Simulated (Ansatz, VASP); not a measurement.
Te2Mo in VASP and in Ansatz

File INCAR:

```
SYSTEM = Te2Mo
PREC = Accurate ; ENCUT = 520
EDIFF = 1E-6 ; ISMEAR = 0
SIGMA = 0.1 ; LREAL = .FALSE.
LASPH = .TRUE. ; NELM = 60
ALGO = Normal ; ISIF = 2
LWAVE = .FALSE. ; LCHARG = .FALSE.
GGA = PE ; NBANDS = 20
```

File KPOINTS:

```
Automatic mesh
0
G
  6 6 2
  0 0 0
```

File POSCAR:

```
Te2Mo
1.0
    3.0955883300      0.0000000000      0.0000000000
    0.0000000000      3.0955883300      0.0000000000
    0.0000000000      0.0000000000      8.7634354900
Te Mo
2 1
Direct
    0.0000000000      0.0000000000      0.8292406200
    0.0000000000      0.0000000000      0.1707593800
    0.5000000000      0.5000000000      0.5000000000
```

Input for Ansatz:

```yaml
crystal:
  lattice:
    - [3.09558833, 0.0, 0.0]
    - [0.0, 3.09558833, 0.0]
    - [0.0, 0.0, 8.76343549]
  atoms:
    - { symbol: Te, position: [0.0, 0.0, 0.82924062] }
    - { symbol: Te, position: [0.0, 0.0, 0.17075938] }
    - { symbol: Mo, position: [0.5, 0.5, 0.5] }
basis:
  ecutwfc: 420
kpoints:
  mp_grid: { grid: [6, 6, 2] }
hamiltonian:
  xc: pbe
scf:
  occupations: { method: gaussian, width: 0.1 }
  lower_state_search: "off"
output:
  forces: true
  stress: true
  eigenvalues: true
```

Alike in both runs: task single point; functional PBE; k mesh 6 × 6 × 2; occupations gaussian, width 0.1 eV; no spin polarisation.

|  | VASP | Ansatz |
| --- | --- | --- |
| version | VASP 6.6.1 | Ansatz 0.2.0 |
| potentials or method | VASP PAW PBE potentials, release 64 (Te, Mo_sv), cutoff 520 eV | scalar-relativistic, plane waves, PAW |
| valence electrons in the cell | 26 | 46 |

|  | VASP | Ansatz | Ansatz less VASP |
| --- | --- | --- | --- |
| gap on the k mesh at the Fermi level (eV) | none | none | - |
| pressure (GPa) | -6.9 | -6.9 | -0.02 |
| traceless stress, the component that is largest in VASP (GPa) | 1.46 | 1.46 | -0.005 |
| rms of the force components (eV/Å) | 0.611 | 0.611 | +0.0006 |

Atom by atom the forces differ by 0.001 eV/Å (rms over components). A gap of «none» marks a metal or a gap that the smearing closes. VASP's potentials hold 26 valence electrons a cell and Ansatz's 46, so a difference there can come from the potentials and not from the codes.

Neither program's run includes spin-orbit coupling.
